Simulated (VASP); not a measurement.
Set up this calculation in VASP 6.6.1, as the native input.

```yaml
Task: single point
Functional: PBE
Potentials_or_basis: VASP PAW PBE potentials, release 64 (Ru_pv)
Cutoff: 520 eV
k_mesh: 17 × 17 × 17
Occupations: fermi-dirac, width 0.0612256 eV
Spin: no spin polarisation
Dipole_correction: no
Further_INCAR_settings: ALGO = Normal; EDIFF = 1e-07; NBANDS = 21
```

The structure of Ru lies in POSCAR:

```
Ru
1.0
    0.0000000000      2.7641401493      2.7641401493
    2.7641401493      0.0000000000      2.7641401493
    2.7641401493      2.7641401493      0.0000000000
Ru
2
Direct
    0.0000000000      0.0000000000      0.0000000000
    0.2500000000      0.2500000000      0.2500000000
```

These files were run (other wordings do the same):

INCAR

```
SYSTEM = Ru
PREC = Accurate
ENCUT = 520
EDIFF = 1E-7
ISMEAR = -1
SIGMA = 0.06122561905347299
LREAL = .FALSE.
LASPH = .TRUE.
NELM = 100
ALGO = Normal
ISIF = 2
LWAVE = .FALSE.
LCHARG = .FALSE.
GGA = PE
NBANDS = 21
```

KPOINTS

```
regular mesh
0
G
  17 17 17
  0 0 0
```

Potentials or basis: VASP PAW PBE potentials, release 64 (Ru_pv).

Run with:

```sh
$ cat potpaw_PBE.64/Ru_pv/POTCAR > POTCAR
$ mpirun -np 1 vasp_std > vasp.out
```

It gave:

* Pressure: -5.8 GPa
* Band gap on the k mesh: zero (band 14 reaches 6.97 eV, above the bottom of band 15 at 6.04 eV)

Wall time 2.1 min on 1 thread of Intel(R) Xeon(R) Platinum 8375C CPU @ 2.90GHz (Ice Lake) (shared host), peak memory 0.24 GiB.
